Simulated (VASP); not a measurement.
Write the native input for VASP 6.6.1 that does the following.

| Item | Value |
| --- | --- |
| Task | single point |
| Functional | r2SCAN |
| Potentials or basis | VASP PAW PBE potentials, release 64 (Li_sv) |
| Cutoff | 520 eV |
| k mesh | 7 × 7 × 10 |
| Occupations | fermi-dirac, width 0.2 eV |
| Spin | no spin polarisation |
| Dipole correction | no |
| Further INCAR settings | ALGO = Normal; EDIFF = 1e-06; NBANDS = 12 |

Crystal: Li.

```
CELL_PARAMETERS angstrom
4.94887 0.00000 0.00000
-2.47443 4.28584 0.00000
0.00000 0.00000 2.88884
ATOMIC_POSITIONS crystal
Li 0.00000 0.00000 0.00000
Li 0.66667 0.33333 0.50000
Li 0.33333 0.66667 0.50000
```

This isn't the form of Li at room conditions, which is bcc.

The input as run:

POSCAR

```
Li
1.0
    4.9488671300      0.0000000000      0.0000000000
   -2.4744335700      4.2858446600      0.0000000000
    0.0000000000      0.0000000000      2.8888430000
Li
3
Direct
    0.0000000000      0.0000000000      0.0000000000
    0.6666666667      0.3333333333      0.5000000000
    0.3333333333      0.6666666667      0.5000000000
```

INCAR.step1

```
PREC = Accurate
ENCUT = 520
ISMEAR = -1
SIGMA = 0.2
LREAL = F
LASPH = T
NELM = 80
NBANDS = 12
GGA = PE
ALGO = Normal
EDIFF = 1E-4
LWAVE = T
LCHARG = F
```

INCAR.step2

```
PREC = Accurate
ENCUT = 520
EDIFF = 1E-6
ISMEAR = -1
SIGMA = 0.2
LREAL = F
LASPH = T
NELM = 80
ALGO = Normal
ISIF = 2
LWAVE = F
LCHARG = F
METAGGA = R2SCAN
LMIXTAU = T
NBANDS = 12
ISTART = 1
```

KPOINTS

```
Automatic mesh
0
Gamma
  7 7 10
```

Potentials or basis: VASP PAW PBE potentials, release 64 (Li_sv).

Launch:

```bash
$ cat potpaw_PBE.64/Li_sv/POTCAR > POTCAR
$ cp INCAR.step1 INCAR
$ mpirun -np 1 vasp_std > vasp.out
$ cp INCAR.step2 INCAR
$ mpirun -np 1 vasp_std > vasp.out
```

It gave:

| Quantity | Value |
| --- | --- |
| Band gap on the k mesh | zero (an odd number of electrons rules out a gap without spin polarisation) |

Wall time 4.5 min on 1 thread of Intel Xeon 8259CL, with other jobs on the host, peak memory 0.2 GiB.
